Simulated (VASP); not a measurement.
# Ti (P1) in VASP: notebook

Ti is run at these levels: LDA; tasks: single point.

Program: VASP 6.6.1. These are calculated values, not measurements. Logs are shortened: lines on timing, memory, paths and dates and some standing lists are left out, and cuts for length are marked.

**1. The cell of the first run**

The typed cell holds 4 atoms: a = 5.900 Å, b = 2.950 Å, c = 4.680 Å, α = 90.00°, β = 90.00°, γ = 120.00°.

**2. Single point, LDA**

File INCAR:

```
ALGO = Normal ; EDIFF = 1E-6
ENCUT = 400 ; GGA = CA
GGA_COMPAT = F ; ISIF = 2
ISMEAR = -1 ; LASPH = T
LCHARG = F ; LREAL = F
LWAVE = F ; NBANDS = 32
NELM = 120 ; PREC = Accurate
SIGMA = 0.08
```

File KPOINTS:

```
k-points
0
Gamma
  4 7 4
```

File POSCAR:

```
Ti
1.0
    5.9000000000      0.0000000000      0.0000000000
   -1.4750000000      2.5547749412      0.0000000000
    0.0000000000      0.0000000000      4.6800000000
Ti
4
Direct
    0.1660168432      0.6472660168      0.2374596154
    0.6729332738      0.6804442818      0.2387615385
    0.3357596021      0.3485692558      0.7531273504
    0.8299940516      0.3173301049      0.7632083333
```

Potentials or basis: VASP PAW LDA potentials, release 64 (Ti_sv).

On the command line:

```console
$ cat potpaw_LDA.64/Ti_sv/POTCAR > POTCAR
$ mpirun -np 1 vasp_std > vasp.out
```

OUTCAR:

```text
EDIFF = 1E-6
   ENCUT = 400
   GGA = CA
   ISIF = 2
   ISMEAR = -1
   LASPH = T
   LREAL = F
   NELM = 120
   PREC = Accurate

 ion  position               nearest neighbor table
   1  0.166  0.647  0.237-   3 2.79   4 2.81   2 2.88   3 2.89   3 2.91
   2  0.673  0.680  0.239-   4 2.76   4 2.82   3 2.85   1 2.88
   3  0.336  0.349  0.753-   1 2.79   2 2.85   4 2.89   1 2.89   1 2.91
   4  0.830  0.317  0.763-   2 2.76   1 2.81   2 2.82   3 2.89

  Warning from LATTYP: Monoclinic adjustment (A1->A3, A2->A1, A3->A2)!
  LATTYP: Found a simple orthorhombic cell.
 ALAT       =     2.9500000000
 B/A-ratio  =     1.5864406779
 C/A-ratio  =     1.7320508076

  Lattice vectors:

 A1 = (  -1.4750000000,   2.5547749412,   0.0000000000)
 A2 = (   0.0000000000,   0.0000000000,   4.6800000000)
 A3 = (   4.4250000000,   2.5547749412,   0.0000000000)

Analysis of symmetry for initial positions (statically):
=====================================================================
 Subroutine PRICEL returns:
 Original cell was already a primitive cell.

 Routine SETGRP: Setting up the symmetry group for a
 simple orthorhombic supercell.

 Subroutine GETGRP returns: Found  1 space group operations
 (whereof  1 operations were pure point group operations)
 out of a pool of  8 trial point group operations.

The static configuration has the point symmetry C_1 .

Analysis of symmetry for dynamics (positions and initial velocities):
=====================================================================
 Subroutine PRICEL returns:
 Original cell was already a primitive cell.

 Routine SETGRP: Setting up the symmetry group for a
 simple orthorhombic supercell.

 Subroutine GETGRP returns: Found  1 space group operations
 (whereof  1 operations were pure point group operations)
 out of a pool of  8 trial point group operations.

The dynamic configuration has the point symmetry C_1 .

 Subroutine INISYM returns: Found  1 space group operations
 (whereof  1 operations are pure point group operations),
 and found     1 'primitive' translations

----------------------------------------------------------------------------------------

                                     Primitive cell

  volume of cell :      70.5424

  direct lattice vectors                    reciprocal lattice vectors
     5.900000000  0.000000000  0.000000000     0.169491525  0.097855978  0.000000000
    -1.475000000  2.554774941  0.000000000     0.000000000  0.391423911  0.000000000
     0.000000000  0.000000000  4.680000000     0.000000000  0.000000000  0.213675214

  length of vectors
     5.900000000  2.950000000  4.680000000     0.195711956  0.391423911  0.213675214

  position of ions in fractional coordinates (direct lattice)
     0.166016843  0.647266017  0.237459615
     0.672933274  0.680444282  0.238761539
     0.335759602  0.348569256  0.753127350
     0.829994052  0.317330105  0.763208333

  ion indices of the primitive-cell ions
   primitive index   ion index
                 1           1
                 2           2
                 3           3
                 4           4

----------------------------------------------------------------------------------------

 KPOINTS: k-points

Automatic generation of k-mesh.
 Grid dimensions read from file:
 generate k-points for:    4    7    4

 Generating k-lattice:

  Cartesian coordinates                     Fractional coordinates (reciprocal lattice)
     0.042372881  0.024463994  0.000000000     0.250000000 -0.000000000  0.000000000
     0.000000000  0.055917702  0.000000000     0.000000000  0.142857143  0.000000000
     0.000000000  0.000000000  0.053418803     0.000000000  0.000000000  0.250000000

  Length of vectors
     0.048927989  0.055917702  0.053418803

  Shift w.r.t. Gamma in fractional coordinates (k-lattice)
     0.000000000  0.000000000  0.000000000

 -----------------------------------------------------------------------------
|                                                                             |
|           W    W    AA    RRRRR   N    N  II  N    N   GGGG   !!!           |
|           W    W   A  A   R    R  NN   N  II  NN   N  G    G  !!!           |
|           W    W  A    A  R    R  N N  N  II  N N  N  G       !!!           |
|           W WW W  AAAAAA  RRRRR   N  N N  II  N  N N  G  GGG   !            |
|           WW  WW  A    A  R   R   N   NN  II  N   NN  G    G                |
|           W    W  A    A  R    R  N    N  II  N    N   GGGG   !!!           |
|                                                                             |
|     Your reciprocal lattice and k-lattice belong to different lattice       |
|     classes:                                                                |
|                                                                             |
|        The reciprocal lattice is simple orthorhombic,                       |
|        whereas your k-lattice is simple monoclinic.                         |
|                                                                             |
|     Results are often still useful ...                                      |
|                                                                             |
 -----------------------------------------------------------------------------

 WARNING: IBZKPT: internal override: KBLOWUP is changed to .FALSE.
      ... skipping the blow-up phase ...

 Subroutine IBZKPT returns following result:
 ===========================================

 Found     58 irreducible k-points:

 Following reciprocal coordinates:
            Coordinates               Weight
  0.000000  0.000000  0.000000      1.000000
  0.250000 -0.000000  0.000000      2.000000
  0.500000 -0.000000  0.000000      1.000000
  0.000000  0.142857  0.000000      2.000000
  0.250000  0.142857  0.000000      2.000000
  0.500000  0.142857  0.000000      2.000000
[... 16 lines left out ...]
 -0.250000  0.142857  0.250000      2.000000
  0.000000  0.285714  0.250000      2.000000
 [... further k-points ...]
   k-points           NKPTS =     58   k-points in BZ     NKDIM =     58   number of bands    NBANDS=     32
   number of dos      NEDOS =    301   number of ions     NIONS =      4
   total plane-waves  NPLWV =  25600
   dimension x,y,z NGX =    40 NGY =   20 NGZ =   32
   dimension x,y,z NGXF=    80 NGYF=   40 NGZF=   64
   ions per type =               4
   NGX,Y,Z   is equivalent  to a cutoff of  11.27, 11.27, 11.37 a.u.
   NGXF,Y,Z  is equivalent  to a cutoff of  22.54, 22.54, 22.73 a.u.
 SYSTEM =  unknown system
   PREC   = accura    normal or accurate (medium, high low for compatibility)
   ISTART =      0    job   : 0-new  1-cont  2-samecut
   ICHARG =      2    charge: 1-file 2-atom 10-const
   ISPIN  =      1    spin polarized calculation?
   LNONCOLLINEAR =      F non collinear calculations
   LSORBIT =      F    spin-orbit coupling
   LASPH  =      T    aspherical Exc in radial PAW
   ENCUT  =  400.0 eV  29.40 Ry    5.42 a.u.   9.62  4.81  7.63*2*pi/ulx,y,z
   NELM   =    120;   NELMIN=  2; NELMDL= -5     # of ELM steps
   EDIFF  = 0.1E-05   stopping-criterion for ELM
   LREAL  =      F    real-space projection
   EDIFFG = 0.1E-04   stopping-criterion for IOM
   NSW    =      0    number of steps for IOM
   IBRION =     -1    ionic relax: 0-MD 1-quasi-New 2-CG
   NFREE  =      0    steps in history (QN), initial steepest desc. (CG)
   ISIF   =      2    stress and relaxation
   ISYM   =      2    0-nonsym 1-usesym 2-fastsym
   POTIM  = 0.5000    time-step for ionic-motion
   TEBEG  =    0.0;   TEEND  =   0.0 temperature during run
   PSTRESS=    0.0 pullay stress
   NELECT =      48.0000    total number of electrons
   NUPDOWN=      -1.0000    fix difference up-down
   EMIN   =  10.00;   EMAX   =-10.00  energy-range for DOS
   EFERMI =   0.00;   METHOD = LEGACY
   ISMEAR =    -1;   SIGMA  =   0.08  broadening in eV -4-tet -1-fermi 0-gaus
   EFERMI_NEDOS =   21; number of points for ismear=-14 and -15
   IALGO  =     38    algorithm
   IMIX   =      4    mixing-type and parameters
     AMIX     =   0.40;   BMIX     =  1.00
     AMIX_MAG =   1.60;   BMIX_MAG =  1.00
  volume/ion in A,a.u.               =      17.64       119.01
  Fermi-wavevector in a.u.,A,eV,Ry     =   1.439920  2.721055 28.209912  2.073370
  Thomas-Fermi vector in A             =   2.558722
   LORBIT       =      0    0 simple, 1 ext, 2 COOP (PROOUT), +10 PAW based schemes
   GGA     = CA    functional components
   LHFCALC =     F    Hartree Fock is set to
   AEXX    =    0.0000 exact exchange contribution
   IVDW    =     0    specifies the selected vdW correction
   LEPSILON=     F    determine dielectric tensor
   LRPA    =     F    only Hartree local field effects (RPA)
 non-spin polarized calculation
  energy-cutoff  :      400.00
  volume of cell :       70.54
 maximum number of plane-waves:      1297
 NGX is ok and might be reduce to    40
   NGX = 19   NGY =  9   NGZ = 15

 number of electron      48.0000009 magnetization

 Free energy of the ion-electron system (eV)
  ---------------------------------------------------
  ext. energy  EPLUGINS =         0.00000000
  ---------------------------------------------------
  free energy    TOTEN  =       -33.97543793 eV

  energy without entropy =      -33.87901501  energy(sigma->0) =      -33.92722647

 E-fermi :   7.9290     XC(G=0): -11.7064

 val. band max:        7.9281146766   @ k =   0.2500  -0.2857   0.2500
 cond. band min:       7.9299559530   @ k =   0.0000   0.2857   0.5000
 fundamental gap:      0.0018412764
 Fermi energy:         7.9290039785

 k-point     1 :       0.0000    0.0000    0.0000
  band No.  band energies     occupation
      1     -48.2447      2.00000
      2     -48.1260      2.00000
      3     -48.1037      2.00000
      4     -48.0698      2.00000
      5     -25.2184      2.00000
      6     -25.0625      2.00000
[... 24 lines left out ...]
     31       9.2005      0.00000
     32       9.5340      0.00000
[... 774 lines left out ...]
      2     -48.1193      2.00000
      3     -48.0942      2.00000
      4     -48.0770      2.00000
      5     -25.0660      2.00000
      6     -25.0330      2.00000
[... 24 lines left out ...]
     31       9.9258      0.00000
     32      10.2720      0.00000

 [... further k-points ...]

------------------------ aborting loop because EDIFF is reached ----------------------------------------

  FORCE on cell =-STRESS in cart. coord.  units (eV):
  Direction    XX          YY          ZZ          XY          YZ          ZX
  --------------------------------------------------------------------------------------
  -------------------------------------------------------------------------------------
  Total       -4.4108589     -4.4320613     -4.4483019     -0.1155144     -0.0387789     -0.0235123
  in kB     -100.1805099   -100.6620625   -101.0309242     -2.6235914     -0.8807549     -0.5340165
  external PRESSURE =    -100.6244989 kB  Pullay stress =       0.0000000 kB

 VOLUME and BASIS-vectors are now :
 -----------------------------------------------------------------------------
  energy-cutoff  :      400.00
  volume of cell :       70.54
      direct lattice vectors                 reciprocal lattice vectors
     5.900000000  0.000000000  0.000000000     0.169491525  0.097855978  0.000000000
    -1.475000000  2.554774941  0.000000000     0.000000000  0.391423911  0.000000000
     0.000000000  0.000000000  4.680000000     0.000000000  0.000000000  0.213675214

 POSITION                                       TOTAL-FORCE (eV/Angst)
 -----------------------------------------------------------------------------------
      0.02478      1.65362      1.11131        -0.026237      0.338506      0.184704
      2.96665      1.73838      1.11740        -0.033609     -0.355279      0.316045
      1.46684      0.89052      3.52464         0.083474     -0.304143     -0.130644
      4.42890      0.81071      3.57181        -0.023628      0.320916     -0.370106
 -----------------------------------------------------------------------------------
    total drift:                                0.000391      0.000011     -0.000832

  FREE ENERGIE OF THE ION-ELECTRON SYSTEM (eV)
  ---------------------------------------------------
  free  energy   TOTEN  =       -33.9754379301 eV

  energy  without entropy=      -33.8790150114  energy(sigma->0) =      -33.92722647
```

It took 96 s on 1 thread of Intel Xeon 6975P-C, shared host; peak memory 0.19 GiB.

Results:

- Free energy: -33.9754 eV
- Pressure: -10.1 GPa
- Largest force: 0.490 eV/Å
- Band gap on the k mesh: zero (band 24 reaches 8.55 eV, above the bottom of band 25 at 7.69 eV)

Forces in eV/Å, atoms in the order of the input:
```
Ti  -0.026  0.339  0.185
Ti  -0.034 -0.355  0.316
Ti   0.083 -0.304 -0.131
Ti  -0.024  0.321 -0.370
```

**3. Single point, LDA**

File INCAR:

```
PREC = Accurate
ENCUT = 400
EDIFF = 1E-6
ISMEAR = -1
SIGMA = 0.08
LREAL = F
LASPH = T
NELM = 120
ALGO = Normal
ISIF = 2
LWAVE = F
LCHARG = F
NBANDS = 32
GGA_COMPAT = F
```

File KPOINTS:

```
Automatic mesh
0
Gamma
  4 7 4
```

File POSCAR:

```
Ti
1.0
    5.9000000000      0.0000000000      0.0000000000
   -1.4750000000      2.5547749412      0.0000000000
    0.0000000000      0.0000000000      4.6800000000
Ti
4
Direct
    0.1660171105      0.6472664082      0.2374600427
    0.6729331760      0.6804438904      0.2387621795
    0.3357596021      0.3485692558      0.7531267094
    0.8299941495      0.3173304963      0.7632076923
```

Potentials or basis: VASP PAW LDA potentials, release 64 (Ti_sv).

On the command line:

```console
$ cat potpaw_LDA.64/Ti_sv/POTCAR > POTCAR
$ mpirun -np 1 vasp_std > vasp.out
```

Run time: 1.7 min. Hardware: 1 thread of Intel Xeon 6975P-C, shared host; peak memory 0.18 GiB.

The run converged. Its results:

| Quantity | Value |
| --- | --- |
| Free energy | -33.9754 eV |
| Pressure | -10.1 GPa |
| Largest force | 0.490 eV/Å |
| Band gap on the k mesh | zero (band 24 reaches 8.55 eV, above the bottom of band 25 at 7.69 eV) |

Forces on the atoms (eV/Å):
```
Ti  -0.026  0.338  0.185
Ti  -0.034 -0.355  0.316
Ti   0.083 -0.304 -0.131
Ti  -0.024  0.321 -0.370
```

Stress tensor (GPa, compression positive):
```
-10.02  -0.26  -0.05
 -0.26 -10.07  -0.09
 -0.05  -0.09 -10.10
```

Levels at points of the mesh, in eV from the Fermi level:
```
           k point  band 21  band 22  band 23  band 24  band 25  band 26  band 27  band 28
(0.00, 0.00, 0.00)    -1.81    -0.54     0.43     0.62     0.63     0.71     0.75     1.04
(0.50, 0.00, 0.00)    -0.95    -0.90    -0.46    -0.32     0.58     0.65     0.84     0.88
(0.00, 0.00, 0.50)    -0.95    -0.68    -0.21     0.39     0.60     0.62     0.64     0.66
(0.50, 0.00, 0.50)    -0.76    -0.61    -0.42    -0.40     0.32     0.34     0.43     0.52
```
